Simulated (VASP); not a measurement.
A run of VASP 6.6.1:

Contents of POSCAR:

```
Hg2SeO
1.0
    4.0755802718      0.0000000000      0.0000000000
    0.0000000000      4.0755802718      0.0000000000
    0.0000000000      0.0000000000      5.5108812283
O Hg Se
1 2 1
Direct
    0.0000000000      0.0000000000      0.0000000000
    0.0000000000      0.5000000000      0.8050886442
    0.5000000000      0.0000000000      0.1949113558
    0.5000000000      0.5000000000      0.5000000000
```

INCAR.step1

```
SYSTEM = Hg2SeO
PREC = Accurate
ENCUT = 660
ISMEAR = -1
SIGMA = 0.001
LREAL = .FALSE.
LASPH = .TRUE.
NELM = 120
NBANDS = 26
GGA = PE
ALGO = Normal
EDIFF = 1E-5
LWAVE = .TRUE.
LCHARG = .FALSE.
GGA_COMPAT = .FALSE.
```

File INCAR.step2:

```
SYSTEM = Hg2SeO
PREC = Accurate
ENCUT = 660
EDIFF = 1E-6
ISMEAR = -1
SIGMA = 0.001
LREAL = .FALSE.
LASPH = .TRUE.
NELM = 120
ALGO = Normal
ISIF = 2
LWAVE = .FALSE.
LCHARG = .FALSE.
METAGGA = R2SCAN
LMIXTAU = .TRUE.
NBANDS = 26
ISTART = 1
GGA_COMPAT = .FALSE.
```

The input KPOINTS:

```
Automatic mesh
0
G
  4 4 4
  0 0 0
```

Potentials or basis: VASP PAW PBE potentials, release 64 (O, Hg, Se).

Command:

```bash
$ cat potpaw_PBE.64/O/POTCAR potpaw_PBE.64/Hg/POTCAR potpaw_PBE.64/Se/POTCAR > POTCAR
$ cp INCAR.step1 INCAR
$ mpirun -np 1 vasp_std > vasp.out
$ cp INCAR.step2 INCAR
$ mpirun -np 1 vasp_std > vasp.out
```

Hardware: 1 thread of AMD EPYC 9R45 96-Core Processor (Zen 5), on a shared host.

Question: How long does it take, and how much memory?

Answer: It took 100 s on 1 thread of AMD EPYC 9R45 96-Core Processor (Zen 5), with other jobs on the host, peak memory 0.26 GiB. Counts: k points 18.
